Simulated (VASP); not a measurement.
Input of a VASP 6.6.1 run:

The input INCAR:

```
SYSTEM = Cs
ALGO     = Normal         ! electronic algorithm
EDIFF    = 1E-6           ! SCF threshold, eV
ENCUT    = 520            ! plane-wave cutoff, eV
ISIF     = 2              ! what is computed and relaxed
ISMEAR   = -1             ! smearing method
LASPH    = .TRUE.         ! aspherical terms in the spheres
LCHARG   = .TRUE.         ! write CHGCAR
LELF     = .TRUE.         ! ELF
LREAL    = .FALSE.        ! projectors in reciprocal space
LVHAR    = .TRUE.       
LWAVE    = .FALSE.        ! write WAVECAR
NBANDS   = 10             ! bands
NELM     = 80             ! most SCF steps
PREC     = Accurate       ! precision mode
SIGMA    = 0.02           ! smearing width, eV
```

File KPOINTS:

```
k-points
0
G
  10 10 10
  0 0 0
```

POSCAR

```
Cs
1.0
    4.9802374844     -0.0000000276     -0.0000000478
   -1.6600791355      4.6954129387     -0.0000000478
   -1.6600791355     -2.3477064004      4.0663469260
Cs
1
Direct
    0.0000000000      0.0000000000      0.0000000000
```

Potentials or basis: VASP PAW LDA potentials, release 64 (Cs_sv).

Command:

```bash
$ cat potpaw_LDA.64/Cs_sv/POTCAR > POTCAR
$ mpirun -np 1 vasp_std > vasp.out
```

**Question.** What does it give for the pressure?

**Answer.** 0.0 GPa.
